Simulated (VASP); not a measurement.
# Sb (Fd-3m) in VASP: further runs, part 2 of 2

VASP 6.6.1. Earlier steps stand in the parts before.

### Step 4. Single point, BLYP (volume scaled by 0.96)

Contents of INCAR:

```
SYSTEM = Sb
PREC = Accurate ; ENCUT = 520
EDIFF = 1E-6 ; ISMEAR = -1
SIGMA = 0.1 ; LREAL = .FALSE.
LASPH = .TRUE. ; NELM = 60
ALGO = Normal ; ISIF = 2
LWAVE = .FALSE. ; LCHARG = .TRUE.
GGA = B5 ; ALDAX = 1.0
AGGAX = 1.0 ; AGGAC = 1.0
ALDAC = 0.0 ; LELF = .TRUE.
LVHAR = .TRUE. ; NBANDS = 12
```

Contents of KPOINTS:

```
Automatic mesh
0
G
  9 9 9
  0 0 0
```

Contents of POSCAR:

```
Sb
1.0
    0.0000000000      3.5318301647      3.5318301647
    3.5318301647      0.0000000000      3.5318301647
    3.5318301647      3.5318301647      0.0000000000
Sb
2
Direct
    0.1250000000      0.1250000000      0.1250000000
    0.8750000000      0.8750000000      0.8750000000
```

Potentials or basis: VASP PAW PBE potentials, release 64 (Sb).

Started as:

```sh
$ cat potpaw_PBE.64/Sb/POTCAR > POTCAR
$ mpirun -np 1 vasp_std > vasp.out
```

OUTCAR:

```text
SYSTEM = Sb
   PREC = Accurate
   ENCUT = 520
   EDIFF = 1E-6
   ISMEAR = -1
   LREAL = .FALSE.
   LASPH = .TRUE.
   NELM = 60
   ISIF = 2
   GGA = B5

 ion  position               nearest neighbor table
   1  0.125  0.125  0.125-   2 3.06   2 3.06   2 3.06   2 3.06
   2  0.875  0.875  0.875-   1 3.06   1 3.06   1 3.06   1 3.06

  LATTYP: Found a face centered cubic cell.
 ALAT       =     7.0636603294

  Lattice vectors:

 A1 = (   0.0000000000,   3.5318301647,   3.5318301647)
 A2 = (   3.5318301647,   0.0000000000,   3.5318301647)
 A3 = (   3.5318301647,   3.5318301647,   0.0000000000)

Analysis of symmetry for initial positions (statically):
=====================================================================
 Subroutine PRICEL returns:
 Original cell was already a primitive cell.

 Routine SETGRP: Setting up the symmetry group for a
 face centered cubic supercell.

 Subroutine GETGRP returns: Found 48 space group operations
 (whereof 12 operations were pure point group operations)
 out of a pool of 48 trial point group operations.

The static configuration has the point symmetry D_3d.
 The point group associated with its full space group is O_h .

[... 167 lines left out ...]

 k-point     1 :       0.0000    0.0000    0.0000
  band No.  band energies     occupation
      1      -7.2624      2.00000
      2      -1.6134      2.00000
      3       2.3249      2.00000
      4       2.3249      2.00000
      5       2.3249      2.00000
      6       4.5426      0.00878
      7       4.5426      0.00878
      8       4.5426      0.00878
      9       8.1921      0.00000
     10      10.4583      0.00000
     11      10.4583      0.00000
     12      11.6645      0.00000
[... 331 lines left out ...]
 k-point    24 :       0.4444    0.4444    0.0000
  band No.  band energies     occupation
      1      -5.6272      2.00000
      2      -4.7858      2.00000
      3       0.8246      2.00000
      4       0.8246      2.00000
      5       3.5896      1.96760
      6       3.6792      1.92242
      7       7.7948      0.00000
      8       7.7948      0.00000
      9       9.5531      0.00000
     10      10.7489      0.00000
     11      12.4388      0.00000
     12      12.4458      0.00000

 [... further k-points ...]
[... 5 lines left out ...]
  --------------------------------------------------------------------------------------
  -------------------------------------------------------------------------------------
  Total        0.7267350      0.7267350      0.7267350     -0.0000000     -0.0000000      0.0000000
  in kB       13.2146980     13.2146980     13.2146980     -0.0000000     -0.0000000      0.0000000
  external PRESSURE =      13.2146980 kB  Pullay stress =       0.0000000 kB

 VOLUME and BASIS-vectors are now :
 -----------------------------------------------------------------------------
  energy-cutoff  :      520.00
  volume of cell :       88.11
      direct lattice vectors                 reciprocal lattice vectors
     0.000000000  3.531830165  3.531830165    -0.141569661  0.141569661  0.141569661
     3.531830165  0.000000000  3.531830165     0.141569661 -0.141569661  0.141569661
     3.531830165  3.531830165  0.000000000     0.141569661  0.141569661 -0.141569661

 POSITION                                       TOTAL-FORCE (eV/Angst)
 -----------------------------------------------------------------------------------
      0.88296      0.88296      0.88296        -0.000000      0.000000     -0.000000
      6.18070      6.18070      6.18070         0.000000     -0.000000      0.000000
 -----------------------------------------------------------------------------------
    total drift:                                0.000000     -0.000000     -0.000000

  FREE ENERGIE OF THE ION-ELECTRON SYSTEM (eV)
  ---------------------------------------------------
  free  energy   TOTEN  =        -6.5406404791 eV

  energy  without entropy=       -6.4955985374  energy(sigma->0) =       -6.51811951
```

stdout:

```text
POSCAR found type information on POSCAR Sb
 POSCAR found :  1 types and       2 ions
 scaLAPACK will be used
 -----------------------------------------------------------------------------
|                                                                             |
|                                                                             |
|     You enforced a specific xc type in the INCAR file but a different       |
|     I HOPE YOU KNOW WHAT YOU ARE DOING!                                     |
|                                                                             |
 -----------------------------------------------------------------------------

 LDA part: xc-table for (Slater(with rela. corr.)+VWN5), standard interpolation
 POSCAR, INCAR and KPOINTS ok, starting setup
 FFT: planning ... GRIDC
 FFT: planning ... GRID_SOFT
 FFT: planning ... GRID
 WAVECAR not read
 entering main loop
```

Run time: 92 s. Hardware: 1 thread of AMD EPYC 7R13, shared host; peak memory 0.21 GiB.

What came out:

| Property | Result |
| --- | --- |
| Free energy | -6.5406 eV |
| Pressure | 1.3 GPa |
| Band gap on the k mesh | zero (band 5 reaches 4.35 eV, above the bottom of band 6 at 3.68 eV) |

Caveat: the cell differs from its parent crystal (volume scaled by 0.96); the PAW data sets were made with another functional, which shifts forces and pressure a little; spin-orbit coupling is left out, which moves the levels of the heavy elements.

### Step 5. Single point, BLYP

This run uses another cell than the first one, of 45.89 Å³/atom, 1.136 times its volume.

Contents of INCAR:

```
SYSTEM = Sb
PREC = Accurate
ENCUT = 520
EDIFF = 1E-6
ISMEAR = -1
SIGMA = 0.1
LREAL = .False.
LASPH = .True.
NELM = 80
ALGO = Normal
ISIF = 2
LWAVE = .False.
LCHARG = .False.
GGA = B5
ALDAX = 1.0
AGGAX = 1.0
AGGAC = 1.0
ALDAC = 0.0
NBANDS = 12
```

Contents of KPOINTS:

```
Automatic mesh
0
Gamma
  9 9 9
  0 0 0
```

Contents of POSCAR:

```
Sb
1.0
    0.0000000000      3.5802174126      3.5802174126
    3.5802174126      0.0000000000      3.5802174126
    3.5802174126      3.5802174126      0.0000000000
Sb
2
Direct
    0.1250000000      0.1250000000      0.1250000000
    0.8750000000      0.8750000000      0.8750000000
```

Potentials or basis: VASP PAW PBE potentials, release 64 (Sb).

Started as:

```sh
$ cat potpaw_PBE.64/Sb/POTCAR > POTCAR
$ mpirun -np 1 vasp_std > vasp.out
```

OUTCAR:

```text
SYSTEM = Sb
   PREC = Accurate
   ENCUT = 520
   EDIFF = 1E-6
   ISMEAR = -1
   LREAL = .False.
   LASPH = .True.
   NELM = 80
   ISIF = 2
   GGA = B5

 ion  position               nearest neighbor table
   1  0.125  0.125  0.125-   2 3.10   2 3.10   2 3.10   2 3.10
   2  0.875  0.875  0.875-   1 3.10   1 3.10   1 3.10   1 3.10

  LATTYP: Found a face centered cubic cell.
 ALAT       =     7.1604348252

  Lattice vectors:

 A1 = (   0.0000000000,   3.5802174126,   3.5802174126)
[... 539 lines left out ...]
      7       7.2691      0.00000
      8       7.2691      0.00000
      9       9.1096      0.00000
     10      10.2461      0.00000
     11      11.9986      0.00000
     12      11.9987      0.00000

 [... further k-points ...]
[... 5 lines left out ...]
  --------------------------------------------------------------------------------------
  -------------------------------------------------------------------------------------
  Total        0.0574025      0.0574025      0.0574025     -0.0000000      0.0000000     -0.0000000
  in kB        1.0020365      1.0020365      1.0020365     -0.0000000      0.0000000     -0.0000000
  external PRESSURE =       1.0020365 kB  Pullay stress =       0.0000000 kB

 VOLUME and BASIS-vectors are now :
 -----------------------------------------------------------------------------
  energy-cutoff  :      520.00
  volume of cell :       91.78
      direct lattice vectors                 reciprocal lattice vectors
     0.000000000  3.580217413  3.580217413    -0.139656323  0.139656323  0.139656323
     3.580217413  0.000000000  3.580217413     0.139656323 -0.139656323  0.139656323
     3.580217413  3.580217413  0.000000000     0.139656323  0.139656323 -0.139656323

 POSITION                                       TOTAL-FORCE (eV/Angst)
 -----------------------------------------------------------------------------------
      0.89505      0.89505      0.89505        -0.000000     -0.000000     -0.000000
      6.26538      6.26538      6.26538         0.000000      0.000000      0.000000
 -----------------------------------------------------------------------------------
    total drift:                                0.000000     -0.000000     -0.000000

  FREE ENERGIE OF THE ION-ELECTRON SYSTEM (eV)
  ---------------------------------------------------
  free  energy   TOTEN  =        -6.5565444763 eV

  energy  without entropy=       -6.5135355781  energy(sigma->0) =       -6.53504003
```

OSZICAR:

```text
N       E                     dE             d eps       ncg     rms          rms(c)
DAV:   1     0.320036065737E+02    0.32004E+02   -0.31135E+03   840   0.610E+02
DAV:   2    -0.440138551547E+01   -0.36405E+02   -0.34904E+02  1148   0.941E+01
DAV:   3    -0.655225487970E+01   -0.21509E+01   -0.21284E+01  1052   0.255E+01
DAV:   4    -0.658256219352E+01   -0.30307E-01   -0.30299E-01   936   0.360E+00
DAV:   5    -0.658327952531E+01   -0.71733E-03   -0.71733E-03  1064   0.606E-01    0.215E+00
DAV:   6    -0.656526821837E+01    0.18011E-01   -0.10563E-02   900   0.534E-01    0.129E+00
DAV:   7    -0.655617468462E+01    0.90935E-02   -0.24936E-02   880   0.792E-01    0.788E-02
DAV:   8    -0.655651057138E+01   -0.33589E-03   -0.98471E-04   864   0.190E-01    0.146E-02
DAV:   9    -0.655653684430E+01   -0.26273E-04   -0.34118E-05  1032   0.405E-02    0.751E-03
DAV:  10    -0.655654439807E+01   -0.75538E-05   -0.91831E-06   876   0.171E-02    0.309E-03
DAV:  11    -0.655654447630E+01   -0.78221E-07   -0.11417E-07   688   0.243E-03
   1 F= -.65565445E+01 E0= -.65350400E+01  d E =-.430089E-01
```

stdout:

```text
POSCAR found type information on POSCAR Sb
 POSCAR found :  1 types and       2 ions
 scaLAPACK will be used
 -----------------------------------------------------------------------------
|                                                                             |
|                                                                             |
|     You enforced a specific xc type in the INCAR file but a different       |
|     I HOPE YOU KNOW WHAT YOU ARE DOING!                                     |
|                                                                             |
 -----------------------------------------------------------------------------

 LDA part: xc-table for (Slater(with rela. corr.)+VWN5), standard interpolation
 POSCAR, INCAR and KPOINTS ok, starting setup
 FFT: planning ... GRIDC
 FFT: planning ... GRID_SOFT
 FFT: planning ... GRID
 WAVECAR not read
 entering main loop
```

Run time: 79 s. Hardware: 1 thread of AMD EPYC 7R13, shared host; peak memory 0.21 GiB.

What came out:

- Free energy: -6.5565 eV
- Pressure: 0.1 GPa
- Band gap on the k mesh: zero (band 5 reaches 3.93 eV, above the bottom of band 6 at 3.34 eV)

Caveat: the PAW data sets were made with another functional, which shifts forces and pressure a little; spin-orbit coupling is left out, which moves the levels of the heavy elements.

### Step 6. Summary

```tsv
cell	gap on the mesh (eV)	pressure (GPa)
a = 4.852 Å, angles 60.0°, 2 atoms	none	4.7
a = 4.924 Å, angles 60.0°, 2 atoms	none	2.8
a = 4.995 Å, angles 60.0°, 2 atoms	none	1.3
a = 5.063 Å, angles 60.0°, 2 atoms	none	0.1
```

Alike in all rows: task single point; level BLYP; potentials or basis VASP PAW PBE potentials, release 64 (Sb); no spin polarisation; k mesh 9 × 9 × 9; cutoff (eV) 520; smearing fermi-dirac 0.1 eV.

Caveats: the PAW data sets were made with another functional, which shifts forces and pressure a little; spin-orbit coupling is left out, which moves the levels of the heavy elements.

Absolute energies hang on the potentials; compare differences alone.
